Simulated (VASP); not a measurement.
# TaBrF (P4/nmm) in VASP: single point with PBE

Aim: the single point of TaBrF with PBE.

All numbers are computed with VASP 6.6.1; they aren't measurements. Logs are shortened: lines on timing, memory, paths and dates and some standing lists are left out, and cuts for length are marked.

## 1. The cell of the first run

The structure is tetragonal, space group P4/nmm (No. 129). Conventional cell: a = 3.897 Å, b = 3.897 Å, c = 7.076 Å, α = 90.00°, β = 90.00°, γ = 90.00°. Ta (site symmetry 4mm) has 4 F at 2.37 Å and 4 Br at 2.93 Å within 3.1 Å. F (site symmetry -4m2) has 4 Ta at 2.37 Å and 4 F at 2.76 Å and 4 Br at 3.05 Å within 3.1 Å. Within 3.9 Å of Br (site symmetry 4mm) lie 6 Ta at 2.93 to 3.70 Å and 4 F at 3.05 Å and 8 Br at 3.64 to 3.90 Å.

## 2. Single point, PBE

File INCAR:

```
PREC = Accurate
ENCUT = 520
EDIFF = 1E-6
ISMEAR = -1
SIGMA = 0.1
LREAL = F
LASPH = T
NELM = 100
ALGO = Normal
ISIF = 2
LWAVE = F
LCHARG = F
GGA = PE
NBANDS = 34
```

File KPOINTS:

```
Automatic mesh
0
Gamma
  8 8 5
```

File POSCAR:

```
TaBrF
1.0
    3.8971920000      0.0000000000      0.0000000000
    0.0000000000      3.8971920000      0.0000000000
    0.0000000000      0.0000000000      7.0764790000
Ta F Br
2 2 2
Direct
    0.0000000000      0.5000000000      0.1912346062
    0.5000000000      0.0000000000      0.8087653938
    0.0000000000      0.0000000000      0.0000000000
    0.5000000000      0.5000000000      0.0000000000
    0.0000000000      0.5000000000      0.6677272003
    0.5000000000      0.0000000000      0.3322727997
```

Potentials or basis: VASP PAW PBE potentials, release 64 (Ta_pv, F, Br).

On the command line:

```
cat potpaw_PBE.64/Ta_pv/POTCAR potpaw_PBE.64/F/POTCAR potpaw_PBE.64/Br/POTCAR > POTCAR
mpirun -np 1 vasp_std > vasp.out
```

OUTCAR:

```text
PREC = Accurate
   ENCUT = 520
   EDIFF = 1E-6
   ISMEAR = -1
   LREAL = F
   LASPH = T
   NELM = 100
   ISIF = 2
   GGA = PE

 ion  position               nearest neighbor table
   1  0.000  0.500  0.191-   3 2.37   4 2.37   3 2.37   4 2.37   6 2.93   6 2.93   6 2.93   6 2.93

   2  0.500  0.000  0.809-   3 2.37   4 2.37   4 2.37   3 2.37   5 2.93   5 2.93   5 2.93   5 2.93

   3  0.000  0.000  0.000-   1 2.37   2 2.37   1 2.37   2 2.37
   4  0.500  0.500  0.000-   1 2.37   2 2.37   2 2.37   1 2.37
   5  0.000  0.500  0.668-   2 2.93   2 2.93   2 2.93   2 2.93
   6  0.500  0.000  0.332-   1 2.93   1 2.93   1 2.93   1 2.93

  LATTYP: Found a simple tetragonal cell.
 ALAT       =     3.8971920000
 C/A-ratio  =     1.8157891631

  Lattice vectors:

 A1 = (   3.8971920000,   0.0000000000,   0.0000000000)
 A2 = (   0.0000000000,   3.8971920000,   0.0000000000)
 A3 = (   0.0000000000,   0.0000000000,   7.0764790000)

Analysis of symmetry for initial positions (statically):
=====================================================================
 Subroutine PRICEL returns:
 Original cell was already a primitive cell.

 Routine SETGRP: Setting up the symmetry group for a
 simple tetragonal supercell.

 Subroutine GETGRP returns: Found 16 space group operations
 (whereof  8 operations were pure point group operations)
 out of a pool of 16 trial point group operations.

The static configuration has the point symmetry D_2d.
 The point group associated with its full space group is D_4h.

Analysis of symmetry for dynamics (positions and initial velocities):
=====================================================================
 Subroutine PRICEL returns:
 Original cell was already a primitive cell.

 Routine SETGRP: Setting up the symmetry group for a
 simple tetragonal supercell.

 Subroutine GETGRP returns: Found 16 space group operations
 (whereof  8 operations were pure point group operations)
 out of a pool of 16 trial point group operations.

The dynamic configuration has the point symmetry D_2d.
 The point group associated with its full space group is D_4h.

 Subroutine INISYM returns: Found 16 space group operations
 (whereof  8 operations are pure point group operations),
 and found     1 'primitive' translations

----------------------------------------------------------------------------------------

                                     Primitive cell

  volume of cell :     107.4783

  direct lattice vectors                    reciprocal lattice vectors
     3.897192000  0.000000000  0.000000000     0.256595005  0.000000000  0.000000000
     0.000000000  3.897192000  0.000000000     0.000000000  0.256595005  0.000000000
     0.000000000  0.000000000  7.076479000     0.000000000  0.000000000  0.141313215

  length of vectors
     3.897192000  3.897192000  7.076479000     0.256595005  0.256595005  0.141313215

  position of ions in fractional coordinates (direct lattice)
     0.000000000  0.500000000  0.191234606
     0.500000000  0.000000000  0.808765394
     0.000000000  0.000000000  0.000000000
     0.500000000  0.500000000  0.000000000
     0.000000000  0.500000000  0.667727200
     0.500000000  0.000000000  0.332272800

  ion indices of the primitive-cell ions
   primitive index   ion index
                 1           1
                 2           2
                 3           3
                 4           4
                 5           5
                 6           6

----------------------------------------------------------------------------------------

 KPOINTS: Automatic mesh

Automatic generation of k-mesh.
 Grid dimensions read from file:
 generate k-points for:    8    8    5

 Generating k-lattice:

  Cartesian coordinates                     Fractional coordinates (reciprocal lattice)
     0.032074376  0.000000000  0.000000000     0.125000000  0.000000000  0.000000000
     0.000000000  0.032074376  0.000000000     0.000000000  0.125000000  0.000000000
     0.000000000  0.000000000  0.028262643     0.000000000  0.000000000  0.200000000

  Length of vectors
     0.032074376  0.032074376  0.028262643

  Shift w.r.t. Gamma in fractional coordinates (k-lattice)
     0.000000000  0.000000000  0.000000000

 Subroutine IBZKPT returns following result:
 ===========================================

 Found     45 irreducible k-points:

 Following reciprocal coordinates:
            Coordinates               Weight
  0.000000  0.000000  0.000000      1.000000
  0.125000  0.000000  0.000000      4.000000
  0.250000  0.000000  0.000000      4.000000
  0.375000  0.000000  0.000000      4.000000
  0.500000  0.000000  0.000000      2.000000
  0.125000  0.125000  0.000000      4.000000
[... 16 lines left out ...]
  0.375000  0.125000  0.200000     16.000000
  0.500000  0.125000  0.200000      8.000000
 [... further k-points ...]
   k-points           NKPTS =     45   k-points in BZ     NKDIM =     45   number of bands    NBANDS=     34
   number of dos      NEDOS =    301   number of ions     NIONS =      6
   total plane-waves  NPLWV =  48600
   dimension x,y,z NGX =    30 NGY =   30 NGZ =   54
   dimension x,y,z NGXF=    60 NGYF=   60 NGZF=  108
   ions per type =               2   2   2
   NGX,Y,Z   is equivalent  to a cutoff of  12.80, 12.80, 12.69 a.u.
   NGXF,Y,Z  is equivalent  to a cutoff of  25.59, 25.59, 25.37 a.u.
 SYSTEM =  unknown system
   PREC   = accura    normal or accurate (medium, high low for compatibility)
   ISTART =      0    job   : 0-new  1-cont  2-samecut
   ICHARG =      2    charge: 1-file 2-atom 10-const
   ISPIN  =      1    spin polarized calculation?
   LNONCOLLINEAR =      F non collinear calculations
   LSORBIT =      F    spin-orbit coupling
   LASPH  =      T    aspherical Exc in radial PAW
   ENCUT  =  520.0 eV  38.22 Ry    6.18 a.u.   7.25  7.25 13.16*2*pi/ulx,y,z
   NELM   =    100;   NELMIN=  2; NELMDL= -5     # of ELM steps
   EDIFF  = 0.1E-05   stopping-criterion for ELM
   LREAL  =      F    real-space projection
   EDIFFG = 0.1E-04   stopping-criterion for IOM
   NSW    =      0    number of steps for IOM
   IBRION =     -1    ionic relax: 0-MD 1-quasi-New 2-CG
   NFREE  =      0    steps in history (QN), initial steepest desc. (CG)
   ISIF   =      2    stress and relaxation
   ISYM   =      2    0-nonsym 1-usesym 2-fastsym
   POTIM  = 0.5000    time-step for ionic-motion
   TEBEG  =    0.0;   TEEND  =   0.0 temperature during run
   PSTRESS=    0.0 pullay stress
   NELECT =      50.0000    total number of electrons
   NUPDOWN=      -1.0000    fix difference up-down
   EMIN   =  10.00;   EMAX   =-10.00  energy-range for DOS
   EFERMI =   0.00;   METHOD = LEGACY
   ISMEAR =    -1;   SIGMA  =   0.10  broadening in eV -4-tet -1-fermi 0-gaus
   EFERMI_NEDOS =   21; number of points for ismear=-14 and -15
   IALGO  =     38    algorithm
   IMIX   =      4    mixing-type and parameters
     AMIX     =   0.40;   BMIX     =  1.00
     AMIX_MAG =   1.60;   BMIX_MAG =  1.00
  volume/ion in A,a.u.               =      17.91       120.88
  Fermi-wavevector in a.u.,A,eV,Ry     =   1.268502  2.397122 21.893105  1.609098
  Thomas-Fermi vector in A             =   2.401594
   LORBIT       =      0    0 simple, 1 ext, 2 COOP (PROOUT), +10 PAW based schemes
   GGA     = PE    functional components
   LHFCALC =     F    Hartree Fock is set to
   AEXX    =    0.0000 exact exchange contribution
   IVDW    =     0    specifies the selected vdW correction
   LEPSILON=     F    determine dielectric tensor
   LRPA    =     F    only Hartree local field effects (RPA)
 non-spin polarized calculation
  energy-cutoff  :      520.00
  volume of cell :      107.48
 maximum number of plane-waves:      2924
 NGX is ok and might be reduce to    30
   NGX = 15   NGY = 15   NGZ = 27

 number of electron      50.0000001 magnetization

 Free energy of the ion-electron system (eV)
  ---------------------------------------------------
  ext. energy  EPLUGINS =         0.00000000
  ---------------------------------------------------
  free energy    TOTEN  =       -31.37128007 eV

  energy without entropy =      -31.02357962  energy(sigma->0) =      -31.19742985

 E-fermi :   5.9440     XC(G=0): -10.6613

 val. band max:        5.9425333368   @ k =   0.5000   0.5000   0.0000
 cond. band min:       5.9479239075   @ k =   0.2500   0.2500   0.2000
 fundamental gap:      0.0053905707
 Fermi energy:         5.9440488092

 k-point     1 :       0.0000    0.0000    0.0000
  band No.  band energies     occupation
      1     -30.2625      2.00000
      2     -30.2625      2.00000
      3     -30.2458      2.00000
      4     -30.2458      2.00000
      5     -30.1211      2.00000
      6     -30.0479      2.00000
[... 26 lines left out ...]
     33       7.7948      0.00000
     34       7.7948      0.00000

 k-point     2 :       0.1250    0.0000    0.0000
  band No.  band energies     occupation
      1     -30.2700      2.00000
      2     -30.2614      2.00000
      3     -30.2561      2.00000
      4     -30.2460      2.00000
      5     -30.1150      2.00000
      6     -30.0489      2.00000
[... 26 lines left out ...]
     33       7.7744      0.00000
     34       8.3333      0.00000

 k-point     3 :       0.2500    0.0000    0.0000
  band No.  band energies     occupation
      1     -30.2879      2.00000
      2     -30.2793      2.00000
      3     -30.2584      2.00000
      4     -30.2466      2.00000
      5     -30.1007      2.00000
      6     -30.0521      2.00000
[... 26 lines left out ...]
     33       7.6798      0.00000
     34       8.9734      0.00000

 k-point     4 :       0.3750    0.0000    0.0000
  band No.  band energies     occupation
      1     -30.3053      2.00000
      2     -30.3015      2.00000
      3     -30.2544      2.00000
      4     -30.2481      2.00000
      5     -30.0844      2.00000
      6     -30.0588      2.00000
[... 26 lines left out ...]
     33       8.5160      0.00000
     34       9.4985      0.00000

 k-point     5 :       0.5000    0.0000    0.0000
  band No.  band energies     occupation
      1     -30.3115      2.00000
      2     -30.3115      2.00000
      3     -30.2508      2.00000
      4     -30.2508      2.00000
      5     -30.0697      2.00000
      6     -30.0697      2.00000
[... 621 lines left out ...]
 k-point    22 :       0.2500    0.1250    0.2000
  band No.  band energies     occupation
      1     -30.2888      2.00000
      2     -30.2822      2.00000
      3     -30.2636      2.00000
      4     -30.2522      2.00000
      5     -30.0965      2.00000
      6     -30.0528      2.00000
[... 26 lines left out ...]
     33       7.7897      0.00000
     34       8.9916      0.00000

 k-point    23 :       0.3750    0.1250    0.2000
  band No.  band energies     occupation
      1     -30.3061      2.00000
      2     -30.3032      2.00000
      3     -30.2598      2.00000
      4     -30.2537      2.00000
      5     -30.0817      2.00000
      6     -30.0586      2.00000
[... 26 lines left out ...]
     33       8.5942      0.00000
     34       9.4254      0.00000

 k-point    24 :       0.5000    0.1250    0.2000
  band No.  band energies     occupation
      1     -30.3126      2.00000
      2     -30.3126      2.00000
      3     -30.2562      2.00000
      4     -30.2562      2.00000
      5     -30.0684      2.00000
      6     -30.0684      2.00000
[... 26 lines left out ...]
     33       9.3166      0.00000
     34       9.3166      0.00000

 [... further k-points ...]

------------------------ aborting loop because EDIFF is reached ----------------------------------------

  FORCE on cell =-STRESS in cart. coord.  units (eV):
  Direction    XX          YY          ZZ          XY          YZ          ZX
  --------------------------------------------------------------------------------------
  -------------------------------------------------------------------------------------
  Total       -5.1855938     -5.1855938      1.8758126      0.0000000     -0.0000000      0.0000000
  in kB      -77.3015586    -77.3015586     27.9627067      0.0000000     -0.0000000      0.0000000
  external PRESSURE =     -42.2134702 kB  Pullay stress =       0.0000000 kB

 VOLUME and BASIS-vectors are now :
 -----------------------------------------------------------------------------
  energy-cutoff  :      520.00
  volume of cell :      107.48
      direct lattice vectors                 reciprocal lattice vectors
     3.897192000  0.000000000  0.000000000     0.256595005  0.000000000  0.000000000
     0.000000000  3.897192000  0.000000000     0.000000000  0.256595005  0.000000000
     0.000000000  0.000000000  7.076479000     0.000000000  0.000000000  0.141313215

 POSITION                                       TOTAL-FORCE (eV/Angst)
 -----------------------------------------------------------------------------------
      0.00000      1.94860      1.35327        -0.000000     -0.000000      0.010366
      1.94860      0.00000      5.72321        -0.000000     -0.000000     -0.010366
      0.00000      0.00000      0.00000        -0.000000     -0.000000     -0.000000
      1.94860      1.94860      0.00000         0.000000     -0.000000     -0.000000
      0.00000      1.94860      4.72516         0.000000      0.000000     -0.004243
      1.94860      0.00000      2.35132        -0.000000     -0.000000      0.004243
 -----------------------------------------------------------------------------------
    total drift:                                0.000000      0.000000      0.000000

  FREE ENERGIE OF THE ION-ELECTRON SYSTEM (eV)
  ---------------------------------------------------
  free  energy   TOTEN  =       -31.3712800745 eV

  energy  without entropy=      -31.0235796187  energy(sigma->0) =      -31.19742985
```

It took 2.5 min on 1 thread of Oxide Virtual Turin-like, shared host; peak memory 0.27 GiB.

What came out:

* Free energy: -31.3713 eV
* Pressure: -4.2 GPa
* Largest force: 0.010 eV/Å
* Band gap on the k mesh: zero (bands 25 and 26 overlap by 1.30 eV)

Forces in eV/Å, atoms in the order of the input:
```
Ta   0.000  0.000  0.010
Ta   0.000  0.000 -0.010
F    0.000  0.000  0.000
F    0.000  0.000  0.000
Br   0.000  0.000 -0.004
Br   0.000  0.000  0.004
```

Stress tensor (GPa, compression positive):
```
-7.73  0.00  0.00
 0.00 -7.73  0.00
 0.00  0.00  2.80
```

Levels at points of the mesh, in eV from the Fermi level:
```
           k point  band 22  band 23  band 24  band 25  band 26  band 27  band 28  band 29  band 30  band 31
(0.00, 0.00, 0.00)    -4.34    -1.61    -0.88    -0.83    -0.70    -0.20    -0.03     0.17     1.25     1.25
(0.50, 0.00, 0.00)    -4.95    -0.34    -0.34    -0.25    -0.25     0.59     0.59     0.85     0.85     1.25
(0.50, 0.50, 0.00)    -5.38     0.00     0.00     0.60     0.60     0.82     0.82     1.18     1.18     1.31
```

Caveat: the stress differs along the axes, from -8 to 3 GPa; spin-orbit coupling is left out, which moves the levels of the heavy elements.
